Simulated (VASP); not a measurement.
# NiO2 (P-3m1) in VASP: a series of runs

Runs on NiO2. Level: PBEsol. Tasks: single point.

All numbers are computed with VASP 6.6.1; they aren't measurements. Logs are shortened: lines on timing, memory, paths and dates and some standing lists are left out, and cuts for length are marked.

### 1 The cell of the first run

It takes space group P-3m1 (No. 164, trigonal). Conventional cell: a = 2.713 Å, b = 2.713 Å, c = 5.234 Å, α = 90.00°, β = 90.00°, γ = 120.00°. Ni (site symmetry -3m) has 6 O at 1.88 Å within 2.5 Å. O (site symmetry 3m) has 3 Ni at 1.88 Å within 2.5 Å.

### 2 Single point, PBEsol (c/a of the conventional cell at fixed volume 1.9290)

Contents of INCAR:

```
ALGO     = Normal         # electronic algorithm
EDIFF    = 1E-7           # SCF threshold, eV
ENCUT    = 520            # plane-wave cutoff, eV
GGA      = PS             # functional
ISIF     = 2              # what is computed and relaxed
ISMEAR   = 0              # smearing method
LASPH    = T              # aspherical terms in the spheres
LCHARG   = F              # write CHGCAR
LREAL    = F              # projectors in reciprocal space
LWAVE    = F              # write WAVECAR
NBANDS   = 18             # bands
NELM     = 80             # most SCF steps
PREC     = Accurate       # precision mode
SIGMA    = 0.05           # smearing width, eV
```

Contents of KPOINTS:

```
k-points
0
Gamma
  12 12 6
```

Contents of POSCAR:

```
NiO2
1.0
    2.7134934025      0.0000000000      0.0000000000
   -1.3567467013      2.3499542196      0.0000000000
    0.0000000000      0.0000000000      5.2343287735
Ni O
1 2
Direct
    0.0000000000      0.0000000000      0.5000000000
    0.6666666667      0.3333333333      0.7002287663
    0.3333333333      0.6666666667      0.2997712337
```

Potentials or basis: VASP PAW PBE potentials, release 64 (Ni, O).

Launch:

```
$ cat potpaw_PBE.64/Ni/POTCAR potpaw_PBE.64/O/POTCAR > POTCAR
$ mpirun -np 1 vasp_std > vasp.out
```

OUTCAR:

```text
EDIFF = 1E-7
   ENCUT = 520
   GGA = PS
   ISIF = 2
   ISMEAR = 0
   LASPH = T
   LREAL = F
   NELM = 80
   PREC = Accurate

 ion  position               nearest neighbor table
   1  0.000  0.000  0.500-   2 1.88   3 1.88   2 1.88   3 1.88   2 1.88   3 1.88
   2  0.667  0.333  0.700-   1 1.88   1 1.88   1 1.88
   3  0.333  0.667  0.300-   1 1.88   1 1.88   1 1.88

  LATTYP: Found a hexagonal cell.
 ALAT       =     2.7134934025
 C/A-ratio  =     1.9290000000

  Lattice vectors:

 A1 = (   2.7134934025,   0.0000000000,   0.0000000000)
 A2 = (  -1.3567467013,   2.3499542196,   0.0000000000)
 A3 = (   0.0000000000,   0.0000000000,   5.2343287735)

Analysis of symmetry for initial positions (statically):
=====================================================================
 Subroutine PRICEL returns:
 Original cell was already a primitive cell.

 Routine SETGRP: Setting up the symmetry group for a
 hexagonal supercell.

 Subroutine GETGRP returns: Found 12 space group operations
 (whereof 12 operations were pure point group operations)
 out of a pool of 24 trial point group operations.

The static configuration has the point symmetry D_3d.

Analysis of symmetry for dynamics (positions and initial velocities):
=====================================================================
 Subroutine PRICEL returns:
 Original cell was already a primitive cell.

 Routine SETGRP: Setting up the symmetry group for a
 hexagonal supercell.

 Subroutine GETGRP returns: Found 12 space group operations
 (whereof 12 operations were pure point group operations)
 out of a pool of 24 trial point group operations.

The dynamic configuration has the point symmetry D_3d.

 Subroutine INISYM returns: Found 12 space group operations
 (whereof 12 operations are pure point group operations),
 and found     1 'primitive' translations

----------------------------------------------------------------------------------------

                                     Primitive cell

  volume of cell :      33.3771

  direct lattice vectors                    reciprocal lattice vectors
     2.713493403  0.000000000  0.000000000     0.368528628  0.212770102  0.000000000
    -1.356746701  2.349954220  0.000000000     0.000000000  0.425540205  0.000000000
     0.000000000  0.000000000  5.234328773     0.000000000  0.000000000  0.191046463

  length of vectors
     2.713493403  2.713493403  5.234328773     0.425540205  0.425540205  0.191046463

  position of ions in fractional coordinates (direct lattice)
     0.000000000  0.000000000  0.500000000
     0.666666667  0.333333333  0.700228766
     0.333333333  0.666666667  0.299771234

  ion indices of the primitive-cell ions
   primitive index   ion index
                 1           1
                 2           2
                 3           3

----------------------------------------------------------------------------------------

 KPOINTS: k-points

Automatic generation of k-mesh.
 Grid dimensions read from file:
 generate k-points for:   12   12    6

 Generating k-lattice:

  Cartesian coordinates                     Fractional coordinates (reciprocal lattice)
     0.030710719  0.017730842  0.000000000     0.083333333  0.000000000  0.000000000
     0.000000000  0.035461684  0.000000000     0.000000000  0.083333333  0.000000000
     0.000000000  0.000000000  0.031841077     0.000000000  0.000000000  0.166666667

  Length of vectors
     0.035461684  0.035461684  0.031841077

  Shift w.r.t. Gamma in fractional coordinates (k-lattice)
     0.000000000  0.000000000  0.000000000

 Subroutine IBZKPT returns following result:
 ===========================================

 Found    100 irreducible k-points:

 Following reciprocal coordinates:
            Coordinates               Weight
  0.000000  0.000000  0.000000      1.000000
  0.083333  0.000000  0.000000      6.000000
  0.166667  0.000000  0.000000      6.000000
  0.250000  0.000000  0.000000      6.000000
  0.333333  0.000000  0.000000      6.000000
  0.416667  0.000000  0.000000      6.000000
[... 16 lines left out ...]
  0.166667  0.000000  0.166667      6.000000
  0.000000  0.166667  0.166667      6.000000
 [... further k-points ...]
   k-points           NKPTS =    100   k-points in BZ     NKDIM =    100   number of bands    NBANDS=     18
   number of dos      NEDOS =    301   number of ions     NIONS =      3
   total plane-waves  NPLWV =  16000
   dimension x,y,z NGX =    20 NGY =   20 NGZ =   40
   dimension x,y,z NGXF=    40 NGYF=   40 NGZF=   80
   ions per type =               1   2
   NGX,Y,Z   is equivalent  to a cutoff of  12.25, 12.25, 12.70 a.u.
   NGXF,Y,Z  is equivalent  to a cutoff of  24.51, 24.51, 25.41 a.u.
 SYSTEM =  unknown system
   PREC   = accura    normal or accurate (medium, high low for compatibility)
   ISTART =      0    job   : 0-new  1-cont  2-samecut
   ICHARG =      2    charge: 1-file 2-atom 10-const
   ISPIN  =      1    spin polarized calculation?
   LNONCOLLINEAR =      F non collinear calculations
   LSORBIT =      F    spin-orbit coupling
   LASPH  =      T    aspherical Exc in radial PAW
   ENCUT  =  520.0 eV  38.22 Ry    6.18 a.u.   5.05  5.05  9.73*2*pi/ulx,y,z
   NELM   =     80;   NELMIN=  2; NELMDL= -5     # of ELM steps
   EDIFF  = 0.1E-06   stopping-criterion for ELM
   LREAL  =      F    real-space projection
   EDIFFG = 0.1E-05   stopping-criterion for IOM
   NSW    =      0    number of steps for IOM
   IBRION =     -1    ionic relax: 0-MD 1-quasi-New 2-CG
   NFREE  =      0    steps in history (QN), initial steepest desc. (CG)
   ISIF   =      2    stress and relaxation
   ISYM   =      2    0-nonsym 1-usesym 2-fastsym
   POTIM  = 0.5000    time-step for ionic-motion
   TEBEG  =    0.0;   TEEND  =   0.0 temperature during run
   PSTRESS=    0.0 pullay stress
   NELECT =      22.0000    total number of electrons
   NUPDOWN=      -1.0000    fix difference up-down
   EMIN   =  10.00;   EMAX   =-10.00  energy-range for DOS
   EFERMI =   0.00;   METHOD = LEGACY
   ISMEAR =     0;   SIGMA  =   0.05  broadening in eV -4-tet -1-fermi 0-gaus
   EFERMI_NEDOS =   21; number of points for ismear=-14 and -15
   IALGO  =     38    algorithm
   IMIX   =      4    mixing-type and parameters
     AMIX     =   0.40;   BMIX     =  1.00
     AMIX_MAG =   1.60;   BMIX_MAG =  1.00
  volume/ion in A,a.u.               =      11.13        75.08
  Fermi-wavevector in a.u.,A,eV,Ry     =   1.424730  2.692350 27.617874  2.029856
  Thomas-Fermi vector in A             =   2.545190
   LORBIT       =      0    0 simple, 1 ext, 2 COOP (PROOUT), +10 PAW based schemes
   GGA     = PS    functional components
   LHFCALC =     F    Hartree Fock is set to
   AEXX    =    0.0000 exact exchange contribution
   IVDW    =     0    specifies the selected vdW correction
   LEPSILON=     F    determine dielectric tensor
   LRPA    =     F    only Hartree local field effects (RPA)
 non-spin polarized calculation
 Gauss-broadening in eV      SIGMA  =   0.05
  energy-cutoff  :      520.00
  volume of cell :       33.38
 maximum number of plane-waves:       924
   NGX = 11   NGY = 11   NGZ = 19

 number of electron      21.9999987 magnetization

 Free energy of the ion-electron system (eV)
  ---------------------------------------------------
  ext. energy  EPLUGINS =         0.00000000
  ---------------------------------------------------
  free energy    TOTEN  =       -18.58811428 eV

  energy without entropy =      -18.58811428  energy(sigma->0) =      -18.58811428

 E-fermi :   2.0060     XC(G=0): -10.4961

 val. band max:        1.6815867839   @ k =   0.1667   0.0000   0.5000
 cond. band min:       2.8147640680   @ k =   0.2500   0.0000   0.3333
 fundamental gap:      1.1331772841
 Fermi energy:         2.0059769008

 k-point     1 :       0.0000    0.0000    0.0000
  band No.  band energies     occupation
      1     -17.5298      2.00000
      2     -15.5898      2.00000
      3      -4.0204      2.00000
      4      -3.1440      2.00000
      5      -3.1440      2.00000
      6      -0.2598      2.00000
[... 10 lines left out ...]
     17      22.8260      0.00000
     18      22.8260      0.00000

 k-point     2 :       0.0833    0.0000    0.0000
  band No.  band energies     occupation
      1     -17.4322      2.00000
      2     -15.5729      2.00000
      3      -3.9059      2.00000
      4      -3.2365      2.00000
      5      -3.0938      2.00000
      6      -0.5036      2.00000
[... 10 lines left out ...]
     17      21.7637      0.00000
     18      22.9904      0.00000

 k-point     3 :       0.1667    0.0000    0.0000
  band No.  band energies     occupation
      1     -17.1541      2.00000
      2     -15.5280      2.00000
      3      -3.5975      2.00000
      4      -3.4151      2.00000
      5      -2.9651      2.00000
      6      -1.2825      2.00000
[... 10 lines left out ...]
     17      19.9403      0.00000
     18      21.9267      0.00000

 k-point     4 :       0.2500    0.0000    0.0000
  band No.  band energies     occupation
      1     -16.7418      2.00000
      2     -15.4733      2.00000
      3      -3.6436      2.00000
      4      -3.0855      2.00000
      5      -2.8259      2.00000
      6      -2.2882      2.00000
[... 375 lines left out ...]
      4      -3.2423      2.00000
      5      -3.0926      2.00000
      6      -0.5038      2.00000
[... 10 lines left out ...]
     17      21.7262      0.00000
     18      22.3996      0.00000

 k-point    23 :       0.1667    0.0000    0.1667
  band No.  band energies     occupation
      1     -17.1454      2.00000
      2     -15.5417      2.00000
      3      -3.6079      2.00000
      4      -3.3564      2.00000
      5      -2.9666      2.00000
      6      -1.2866      2.00000
[... 10 lines left out ...]
     17      19.9506      0.00000
     18      21.6784      0.00000

 k-point    24 :       0.0000    0.1667    0.1667
  band No.  band energies     occupation
      1     -17.1447      2.00000
      2     -15.5430      2.00000
      3      -3.5132      2.00000
      4      -3.4488      2.00000
      5      -2.9632      2.00000
      6      -1.2778      2.00000
[... 10 lines left out ...]
     17      20.0263      0.00000
     18      21.8071      0.00000

 [... further k-points ...]

------------------------ aborting loop because EDIFF is reached ----------------------------------------

  FORCE on cell =-STRESS in cart. coord.  units (eV):
  Direction    XX          YY          ZZ          XY          YZ          ZX
  --------------------------------------------------------------------------------------
  -------------------------------------------------------------------------------------
  Total        0.3176945      0.3176945     -3.0306121     -0.0000000      0.0000000      0.0000000
  in kB       15.2500466     15.2500466   -145.4761405     -0.0000000      0.0000000      0.0000000
  external PRESSURE =     -38.3253491 kB  Pullay stress =       0.0000000 kB

 VOLUME and BASIS-vectors are now :
 -----------------------------------------------------------------------------
  energy-cutoff  :      520.00
  volume of cell :       33.38
      direct lattice vectors                 reciprocal lattice vectors
     2.713493403  0.000000000  0.000000000     0.368528628  0.212770102  0.000000000
    -1.356746701  2.349954220  0.000000000     0.000000000  0.425540205  0.000000000
     0.000000000  0.000000000  5.234328773     0.000000000  0.000000000  0.191046463

 POSITION                                       TOTAL-FORCE (eV/Angst)
 -----------------------------------------------------------------------------------
      0.00000      0.00000      2.61716         0.000000     -0.000000      0.000000
      1.35675      0.78332      3.66523         0.000000     -0.000000     -1.422233
     -0.00000      1.56664      1.56910        -0.000000      0.000000      1.422233
 -----------------------------------------------------------------------------------
    total drift:                               -0.000000     -0.000000      0.000000

  FREE ENERGIE OF THE ION-ELECTRON SYSTEM (eV)
  ---------------------------------------------------
  free  energy   TOTEN  =       -18.5881142825 eV

  energy  without entropy=      -18.5881142825  energy(sigma->0) =      -18.58811428
```

It took 94 s on 1 thread of AMD EPYC 7R43 (Zen 3), shared host; peak memory 0.15 GiB.

What came out:

```yaml
Free_energy: -18.5881 eV
Pressure: -3.8 GPa
Largest_force: 1.422 eV/Å
Band_gap_on_the_k_mesh: 1.13 eV, indirect (least direct gap 1.24 eV)
```

Forces in eV/Å, atoms in the order of the input:
```
Ni   0.000  0.000  0.000
O    0.000  0.000 -1.422
O    0.000  0.000  1.422
```

Levels at points of the mesh, in eV from the valence-band top:
```csv
k point,band 7,band 8,band 9,band 10,band 11,band 12,band 13,band 14,band 15,band 16
"(0.00, 0.00, 0.00)",-1.94,-1.01,-0.59,-0.59,-0.51,2.28,2.28,7.71,11.53,13.13
"(0.50, 0.00, 0.00)",-2.04,-2.03,-1.64,-1.36,-0.69,1.89,2.18,12.15,13.63,14.25
"(0.00, 0.00, 0.50)",-1.94,-1.77,-0.60,-0.60,-0.28,2.29,2.29,9.38,9.96,13.09
"(0.50, 0.00, 0.50)",-2.00,-1.76,-1.68,-1.36,-0.72,1.89,2.15,11.75,12.95,14.97
```

Caveat: the PAW data sets were made with another functional, which shifts forces and pressure a little.

(Continued in part 2 of 2.)
